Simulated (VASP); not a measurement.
# CdSe (R3m) in VASP: notebook

The runs below take CdSe through single point, with PBE.

Everything below comes from runs of VASP 6.6.1. Logs are shortened: lines on timing, memory, paths and dates and some standing lists are left out, and cuts for length are marked.

## (1) The cell of the first run

Symmetry: R3m, No. 160, trigonal system. The conventional cell has a = 4.252 Å, b = 4.252 Å, c = 10.817 Å, α = 90.00°, β = 90.00°, γ = 120.00°. Cd (site symmetry 3m) has 4 Se at 2.64 Å within 3.5 Å. Within 3.5 Å of Se (site symmetry 3m) lie 4 Cd at 2.64 Å.

## (2) Single point, PBE (epitaxial 111 strain -2.0%)

The input, INCAR:

```
PREC = Accurate
ENCUT = 520
EDIFF = 1E-7
ISMEAR = 0
SIGMA = 0.01
LREAL = False
LASPH = True
NELM = 60
ALGO = Normal
ISIF = 2
LWAVE = False
LCHARG = False
GGA = PE
NBANDS = 16
```

The input, KPOINTS:

```
Automatic mesh
0
Gamma
  4 4 4
```

The input, POSCAR:

```
CdSe
1.0
    0.0773857186      3.0838110647      3.0838110647
    3.0838110647      0.0773857186      3.0838110647
    3.0838110647      3.0838110647      0.0773857186
Cd Se
1 1
Direct
    0.0027670924      0.0027670924      0.0027670924
    0.2472329076      0.2472329076      0.2472329076
```

Potentials or basis: VASP PAW PBE potentials, release 64 (Cd, Se).

Run with:

```bash
$ cat potpaw_PBE.64/Cd/POTCAR potpaw_PBE.64/Se/POTCAR > POTCAR
$ mpirun -np 1 vasp_std > vasp.out
```

OUTCAR:

```text
PREC = Accurate
   ENCUT = 520
   EDIFF = 1E-7
   ISMEAR = 0
   LREAL = False
   LASPH = True
   NELM = 60
   ISIF = 2
   GGA = PE

 ion  position               nearest neighbor table
   1  0.003  0.003  0.003-   2 2.64   2 2.64   2 2.64   2 2.64
   2  0.247  0.247  0.247-   1 2.64   1 2.64   1 2.64   1 2.64

  LATTYP: Found a trigonal (rhomboedric) cell.
 ALAT       =     4.3618539539
 COS(alpha) =     0.5249289042

  Lattice vectors:

 A1 = (   0.0773857186,   3.0838110647,   3.0838110647)
 A2 = (   3.0838110647,   0.0773857186,   3.0838110647)
 A3 = (   3.0838110647,   3.0838110647,   0.0773857186)

Analysis of symmetry for initial positions (statically):
=====================================================================
 Subroutine PRICEL returns:
 Original cell was already a primitive cell.

 Routine SETGRP: Setting up the symmetry group for a
 trigonal (rhombohedral) supercell.

 Subroutine GETGRP returns: Found  6 space group operations
 (whereof  6 operations were pure point group operations)
 out of a pool of 12 trial point group operations.

The static configuration has the point symmetry C_3v.

Analysis of symmetry for dynamics (positions and initial velocities):
=====================================================================
 Subroutine PRICEL returns:
 Original cell was already a primitive cell.

 Routine SETGRP: Setting up the symmetry group for a
 trigonal (rhombohedral) supercell.

 Subroutine GETGRP returns: Found  6 space group operations
 (whereof  6 operations were pure point group operations)
 out of a pool of 12 trial point group operations.

The dynamic configuration has the point symmetry C_3v.

 Subroutine INISYM returns: Found  6 space group operations
 (whereof  6 operations are pure point group operations),
 and found     1 'primitive' translations

----------------------------------------------------------------------------------------

                                     Primitive cell

  volume of cell :      56.4461

  direct lattice vectors                    reciprocal lattice vectors
     0.077385719  3.083811065  3.083811065    -0.168371321  0.164249611  0.164249611
     3.083811065  0.077385719  3.083811065     0.164249611 -0.168371321  0.164249611
[... 67 lines left out ...]
   ISPIN  =      1    spin polarized calculation?
   LNONCOLLINEAR =      F non collinear calculations
   LSORBIT =      F    spin-orbit coupling
   LASPH  =      T    aspherical Exc in radial PAW
   ENCUT  =  520.0 eV  38.22 Ry    6.18 a.u.   8.11  8.11  8.11*2*pi/ulx,y,z
   NELM   =     60;   NELMIN=  2; NELMDL= -5     # of ELM steps
   EDIFF  = 0.1E-06   stopping-criterion for ELM
   LREAL  =      F    real-space projection
   EDIFFG = 0.1E-05   stopping-criterion for IOM
   NSW    =      0    number of steps for IOM
   IBRION =     -1    ionic relax: 0-MD 1-quasi-New 2-CG
   NFREE  =      0    steps in history (QN), initial steepest desc. (CG)
   ISIF   =      2    stress and relaxation
   ISYM   =      2    0-nonsym 1-usesym 2-fastsym
   POTIM  = 0.5000    time-step for ionic-motion
   TEBEG  =    0.0;   TEEND  =   0.0 temperature during run
   PSTRESS=    0.0 pullay stress
   NELECT =      18.0000    total number of electrons
   NUPDOWN=      -1.0000    fix difference up-down
   EMIN   =  10.00;   EMAX   =-10.00  energy-range for DOS
   EFERMI =   0.00;   METHOD = LEGACY
   ISMEAR =     0;   SIGMA  =   0.01  broadening in eV -4-tet -1-fermi 0-gaus
   EFERMI_NEDOS =   21; number of points for ismear=-14 and -15
   IALGO  =     38    algorithm
   IMIX   =      4    mixing-type and parameters
     AMIX     =   0.40;   BMIX     =  1.00
     AMIX_MAG =   1.60;   BMIX_MAG =  1.00
  volume/ion in A,a.u.               =      28.22       190.46
  Fermi-wavevector in a.u.,A,eV,Ry     =   1.118462  2.113586 17.020293  1.250956
  Thomas-Fermi vector in A             =   2.255093
   LORBIT       =      0    0 simple, 1 ext, 2 COOP (PROOUT), +10 PAW based schemes
   GGA     = PE    functional components
   LHFCALC =     F    Hartree Fock is set to
   AEXX    =    0.0000 exact exchange contribution
   IVDW    =     0    specifies the selected vdW correction
   LEPSILON=     F    determine dielectric tensor
   LRPA    =     F    only Hartree local field effects (RPA)
 non-spin polarized calculation
 Gauss-broadening in eV      SIGMA  =   0.01
  energy-cutoff  :      520.00
  volume of cell :       56.45
 maximum number of plane-waves:      1536
   NGX = 17   NGY = 17   NGZ = 17

 number of electron      17.9999999 magnetization

 Free energy of the ion-electron system (eV)
  ---------------------------------------------------
  ext. energy  EPLUGINS =         0.00000000
  ---------------------------------------------------
  free energy    TOTEN  =        -5.41441315 eV

  energy without entropy =       -5.41441315  energy(sigma->0) =       -5.41441315

 E-fermi :   1.0981     XC(G=0):  -8.8599

 val. band max:        1.0043120446   @ k =   0.0000   0.0000   0.0000
 cond. band min:       1.5158807362   @ k =   0.0000   0.0000   0.0000
 fundamental gap:      0.5115686916
 Fermi energy:         1.0980634761

 k-point     1 :       0.0000    0.0000    0.0000
  band No.  band energies     occupation
      1     -11.6210      2.00000
      2      -7.0206      2.00000
      3      -6.9998      2.00000
      4      -6.9998      2.00000
      5      -6.6416      2.00000
      6      -6.6416      2.00000
[... 224 lines left out ...]
      3      -6.9096      2.00000
      4      -6.6226      2.00000
      5      -6.6226      2.00000
      6      -6.3908      2.00000
[... 8 lines left out ...]
     15      12.9979      0.00000
     16      12.9979      0.00000

------------------------ aborting loop because EDIFF is reached ----------------------------------------

  FORCE on cell =-STRESS in cart. coord.  units (eV):
  Direction    XX          YY          ZZ          XY          YZ          ZX
  --------------------------------------------------------------------------------------
  -------------------------------------------------------------------------------------
  Total        1.0898446      1.0898446      1.0898446     -0.1864223     -0.1864223     -0.1864223
  in kB       30.9343721     30.9343721     30.9343721     -5.2914499     -5.2914499     -5.2914499
  external PRESSURE =      30.9343721 kB  Pullay stress =       0.0000000 kB

 VOLUME and BASIS-vectors are now :
 -----------------------------------------------------------------------------
  energy-cutoff  :      520.00
  volume of cell :       56.45
      direct lattice vectors                 reciprocal lattice vectors
     0.077385719  3.083811065  3.083811065    -0.168371321  0.164249611  0.164249611
     3.083811065  0.077385719  3.083811065     0.164249611 -0.168371321  0.164249611
     3.083811065  3.083811065  0.077385719     0.164249611  0.164249611 -0.168371321

 POSITION                                       TOTAL-FORCE (eV/Angst)
 -----------------------------------------------------------------------------------
      0.01728      0.01728      0.01728        -0.003348     -0.003348     -0.003348
      1.54397      1.54397      1.54397         0.003348      0.003348      0.003348
 -----------------------------------------------------------------------------------
    total drift:                                0.000086      0.000086      0.000086

  FREE ENERGIE OF THE ION-ELECTRON SYSTEM (eV)
  ---------------------------------------------------
  free  energy   TOTEN  =        -5.4144131525 eV

  energy  without entropy=       -5.4144131525  energy(sigma->0) =       -5.41441315
```

stdout:

```text
POSCAR found type information on POSCAR CdSe
 POSCAR found :  2 types and       2 ions
 scaLAPACK will be used
 LDA part: xc-table for (Slater+PW92), standard interpolation
 POSCAR, INCAR and KPOINTS ok, starting setup
 FFT: planning ... GRIDC
 FFT: planning ... GRID_SOFT
 FFT: planning ... GRID
 WAVECAR not read
 entering main loop
```

Wall time 10 s (1 thread of Intel Xeon Platinum 8488C (Sapphire Rapids), shared host); peak memory 0.18 GiB.

What came out:

| Quantity | Value |
| --- | --- |
| Free energy | -5.4144 eV |
| Pressure | 3.1 GPa |
| Largest force | 0.006 eV/Å |
| Band gap on the k mesh | 0.51 eV, direct |

Forces in eV/Å, atoms in the order of the input:
```
Cd  -0.003 -0.003 -0.003
Se   0.003  0.003  0.003
```

Caveat: the k points lie up to 0.45 Å⁻¹ apart; the cell differs from its parent crystal (epitaxial 111 strain -2.0%).

## (3) Single point, PBE (epitaxial 111 strain -1.0%)

The input, INCAR:

```
SYSTEM = CdSe
PREC = Accurate ; ENCUT = 520
EDIFF = 1E-6 ; ISMEAR = 0
SIGMA = 0.01 ; LREAL = .False.
LASPH = .True. ; NELM = 80
ALGO = Normal ; ISIF = 2
LWAVE = .False. ; LCHARG = .False.
GGA = PE ; NBANDS = 16
```

The input, KPOINTS:

```
Automatic mesh
0
Gamma
  4 4 4
  0 0 0
```

The input, POSCAR:

```
CdSe
1.0
    0.0381280449      3.0752312006      3.0752312006
    3.0752312006      0.0381280449      3.0752312006
    3.0752312006      3.0752312006      0.0381280449
Cd Se
1 1
Direct
    0.0013554742      0.0013554742      0.0013554742
    0.2486445258      0.2486445258      0.2486445258
```

Potentials or basis: VASP PAW PBE potentials, release 64 (Cd, Se).

Run with:

```bash
$ cat potpaw_PBE.64/Cd/POTCAR potpaw_PBE.64/Se/POTCAR > POTCAR
$ mpirun -np 1 vasp_std > vasp.out
```

Wall time 9.5 s (1 thread of Intel Xeon Platinum 8488C (Sapphire Rapids), shared host); peak memory 0.18 GiB.

It converged, with:

```yaml
Free_energy: -5.4310 eV
Pressure: 2.5 GPa
Largest_force: 0.003 eV/Å
Band_gap_on_the_k_mesh: 0.53 eV, direct
```

Forces on the atoms (eV/Å):
```
Cd  -0.002 -0.002 -0.002
Se   0.002  0.002  0.002
```

Stress tensor (GPa, compression positive):
```
 2.50 -0.26 -0.26
-0.26  2.50 -0.26
-0.26 -0.26  2.50
```

Levels at points of the mesh, in eV from the valence-band top:
| k point | band 5 | band 6 | band 7 | band 8 | band 9 | band 10 | band 11 | band 12 | band 13 | band 14 |
| --- | --- | --- | --- | --- | --- | --- | --- | --- | --- | --- |
| (0.00, 0.00, 0.00) | -7.59 | -7.59 | -0.09 | 0.00 | 0.00 | 0.53 | 5.76 | 5.95 | 5.95 | 9.69 |
| (0.50, 0.00, 0.00) | -7.56 | -7.29 | -4.33 | -0.82 | -0.73 | 2.29 | 6.36 | 6.36 | 7.36 | 9.96 |
| (0.50, 0.50, 0.00) | -7.53 | -7.24 | -4.05 | -1.89 | -1.78 | 3.10 | 3.71 | 9.00 | 10.08 | 10.11 |
| (0.50, 0.50, 0.50) | -7.57 | -7.32 | -4.39 | -0.71 | -0.71 | 2.45 | 6.49 | 6.49 | 7.29 | 10.00 |

Caveat: the k points lie up to 0.45 Å⁻¹ apart; the cell differs from its parent crystal (epitaxial 111 strain -1.0%).
